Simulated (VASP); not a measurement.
Wanted: the native input for a VASP 6.6.1 run.

```
Task                   : relaxation of cell and atoms
Functional             : PBEsol
Potentials or basis    : VASP PAW PBE potentials, release 64 (As)
Cutoff                 : 600 eV
k mesh                 : 7 × 7 × 9
Occupations            : fermi-dirac, width 0.05 eV
Spin                   : no spin polarisation
Target pressure        : 5 GPa
Dipole correction      : no
Further INCAR settings : ALGO = Normal; EDIFF = 1e-06; IBRION = 2; EDIFFG = -0.01; NSW = 60; ISIF = 3
```

The structure of As lies in POSCAR:

```
As
1.0
    4.5664000000      0.0000000000      0.0000000000
   -2.2832000000      3.9546200000      0.0000000000
    0.0000000000      0.0000000000      2.8337400000
As
2
Direct
    0.3333300000      0.6666700000      0.0000000000
    0.6666700000      0.3333300000      0.0000000000
```

The input as run:

INCAR

```
ALGO = Normal ; EDIFF = 1E-6
EDIFFG = -0.01 ; ENCUT = 600
GGA = PS ; IBRION = 2
ISIF = 3 ; ISMEAR = -1
LASPH = T ; LCHARG = F
LREAL = F ; LWAVE = F
NELM = 100 ; NSW = 60
PREC = Accurate ; PSTRESS = 50.0
SIGMA = 0.05
```

KPOINTS

```
k-points
0
Gamma
  7 7 9
```

Potentials or basis: VASP PAW PBE potentials, release 64 (As).

Command:

```bash
$ cat potpaw_PBE.64/As/POTCAR > POTCAR
$ mpirun -np 1 vasp_std > vasp.out
```

It gave:

```yaml
Relaxed_volume: 22.55 Å³/atom
Relaxed_cell: a = 4.380 Å, b = 4.380 Å, c = 2.715 Å, α = 90.00°, β = 90.00°, γ = 120.00°
Space_group_after_relaxing_to_0.05_Å: P6/mmm (No. 191)
Energy_change_on_relaxing_the_enthalpy_is_what_falls: +14.9 meV/atom
Ionic_steps: 8
Pressure_after_relaxing: 5.0 GPa
Band_gap_on_the_k_mesh: zero (band 5 reaches 7.19 eV, above the bottom of band 6 at 3.44 eV)
```

Caveat: the cell is relaxed towards a set pressure, so the enthalpy falls and the energy may rise; the PAW data sets were made with another functional, which shifts forces and pressure a little.

Wall time 110 s on 1 thread of Intel(R) Xeon(R) Platinum 8488C (Sapphire Rapids), with other jobs on the host, peak memory 0.2 GiB.
